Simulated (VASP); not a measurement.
Runs of VASP 6.6.1 on PrWCl2. The structure is that of space group P4/mmm (No. 123), or close to it. The cells are those of the table. The cell was built from a structure type or drawn by symmetry, and may not be a known phase.

| task | spin | cell | gap on the mesh (eV) | pressure (GPa) | moment (μB) |
| --- | --- | --- | --- | --- | --- |
| single point | collinear | a = 4.430, b = 4.430, c = 5.838 Å, 4 atoms | none | -5.0 | (a) |
| single point | collinear | a = 3.888, b = 3.888, c = 6.381 Å, 4 atoms | none | -0.2 | 2.61 |
| relaxation of cell and atoms | collinear | relaxed from a = 4.430, b = 4.430, c = 5.838 Å, 4 atoms | none | 0.1 | 2.60 |
| single point | off | a = 4.430, b = 4.430, c = 5.838 Å, 4 atoms | none | (b) | - |

Alike in all rows: level PBE; potentials or basis VASP PAW PBE potentials, release 64 (Pr_3, W_sv, Cl), 4f in core; k mesh 4 × 4 × 4; cutoff (eV) 500; smearing gaussian 0.1 eV.

Question: Fill in the values left out.

Answer: (a) 2.43; (b) -7.0.

Caveats: some runs use coarse meshes; spin-orbit coupling is left out, which moves the levels of the heavy elements; the 4f electrons are frozen in the core, so they carry no moment and show no levels; the magnetic or orbital state may not be the lowest (at least some runs); the cell stands under tension (at least some runs); the electronic state changed during the relaxation (at least some runs); an odd number of electrons without spin polarisation forces a metal (at least some runs).

A k mesh can miss the band edges, and the runs leave out spin-orbit coupling on Pr, W.

A gap of «none» marks levels without a gap at the run's occupations.
